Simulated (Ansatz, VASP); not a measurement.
# CdF2 in VASP and in Ansatz

Contents of POSCAR:

```
CdF2
1.0
    0.0000000000      2.6131800000      2.7748200000
    2.6131800000      0.0000000000      2.7748200000
    2.6131800000      2.6131800000      0.0000000000
Cd F
1 2
Direct
    0.0000000000      0.0000000000      0.0000000000
    0.2500000000      0.2500000000      0.2500000000
    0.7500000000      0.7500000000      0.7500000000
```

INCAR.step1

```
PREC = Accurate
ENCUT = 520
ISMEAR = 0
SIGMA = 0.05
LREAL = F
LASPH = T
NELM = 100
NBANDS = 20
GGA = PE
ALGO = Normal
EDIFF = 1E-4
LWAVE = T
LCHARG = F
```

INCAR.step2

```
PREC = Accurate
ENCUT = 520
EDIFF = 1E-6
ISMEAR = 0
SIGMA = 0.05
LREAL = F
LASPH = T
NELM = 100
ALGO = Normal
ISIF = 2
LWAVE = F
LCHARG = F
METAGGA = R2SCAN
LMIXTAU = T
NBANDS = 20
ISTART = 1
```

The input KPOINTS:

```
regular mesh
0
Gamma
  8 8 8
```

Input for Ansatz:

```yaml
crystal:
  lattice:
    - [0.0, 2.61318, 2.77482]
    - [2.61318, 0.0, 2.77482]
    - [2.61318, 2.61318, 0.0]
  atoms:
    - { symbol: Cd, position: [0.0, 0.0, 0.0] }
    - { symbol: F, position: [0.25, 0.25, 0.25] }
    - { symbol: F, position: [0.75, 0.75, 0.75] }
basis:
  ecutwfc: 500
kpoints:
  mp_grid: { grid: [8, 8, 8] }
hamiltonian:
  xc: r2scan
scf:
  occupations: { method: gaussian, width: 0.05 }
output:
  forces: true
  stress: true
  eigenvalues: true
```

Change from the starting cell: strain -0.030 along x and y, +0.030 along z, atoms carried along.

Alike in both runs: task single point; functional r2SCAN; k mesh 8 × 8 × 8; occupations gaussian, width 0.05 eV; no spin polarisation.

|  | VASP | Ansatz |
| --- | --- | --- |
| version | VASP 6.6.1 | Ansatz 0.2.0 |
| potentials or method | VASP PAW PBE potentials, release 64 (Cd, F), cutoff 520 eV | scalar-relativistic, plane waves, PAW |
| valence electrons in the cell | 26 | 34 |

Ansatz gave:

* gap on the k mesh at the Fermi level (eV): 3.81
* least direct gap on the mesh (eV): 4.23
* pressure (GPa): 3.8
* traceless stress, the component that is largest in VASP (GPa): -4.74

Question: Estimate VASP's values.

Answer: gap on the k mesh at the Fermi level (eV): 3.77; least direct gap on the mesh (eV): 4.17; pressure (GPa): 5.0; traceless stress, the component that is largest in VASP (GPa): -4.65.

VASP's potentials were made for PBE, not for r2SCAN. VASP's potentials hold 26 valence electrons a cell and Ansatz's 34, so a difference there can come from the potentials and not from the codes.
